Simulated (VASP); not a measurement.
**TiPt5: single point with PBE**

Crystal: TiPt5.

```
Ti Pt
1.0
     0.00000    3.62267    3.62267
     3.62267    0.00000    3.62267
     3.62267    3.62267    0.00000
Ti Pt
1 5
Direct
  0.00000 0.00000 0.00000
  0.25000 0.25000 0.25000
  0.12500 0.62500 0.62500
  0.62500 0.62500 0.62500
  0.62500 0.12500 0.62500
  0.62500 0.62500 0.12500
```

```json
{
 "Program": "VASP 6.6.1",
 "Task": "single point",
 "Functional": "PBE",
 "Potentials or basis": "VASP PAW PBE potentials, release 64 (Ti_sv, Pt)",
 "Cutoff": "520 eV",
 "k mesh": "4 × 4 × 4",
 "Occupations": "gaussian, width 0.1 eV",
 "Spin": "no spin polarisation",
 "Dipole correction": "no",
 "Further INCAR settings": "ALGO = Normal; EDIFF = 1e-06; NBANDS = 40"
}
```

```
Pressure               : 11.3 GPa
Band gap on the k mesh : zero (band 31 reaches 11.14 eV, above the bottom of band 32 at 10.05 eV)
```

Levels at points of the mesh, in eV from the Fermi level:
```csv
k point,band 26,band 27,band 28,band 29,band 30,band 31,band 32,band 33,band 34,band 35
"(0.00, 0.00, 0.00)",-1.39,-1.39,0.21,0.21,0.21,0.82,1.16,1.16,1.47,1.47
"(0.50, 0.00, 0.00)",-1.28,-1.15,-1.15,-1.06,-1.06,0.57,0.95,0.95,1.30,1.30
"(0.50, 0.50, 0.00)",-1.69,-1.39,-0.80,-0.76,-0.76,-0.38,-0.27,1.25,1.25,1.25
```

Wall time 40 s on 1 thread of Intel(R) Xeon(R) Platinum 8559C (Emerald Rapids) (shared host), peak memory 0.24 GiB.

Caveat: the k points lie up to 0.38 Å⁻¹ apart; spin-orbit coupling is left out, which moves the levels of the heavy elements.
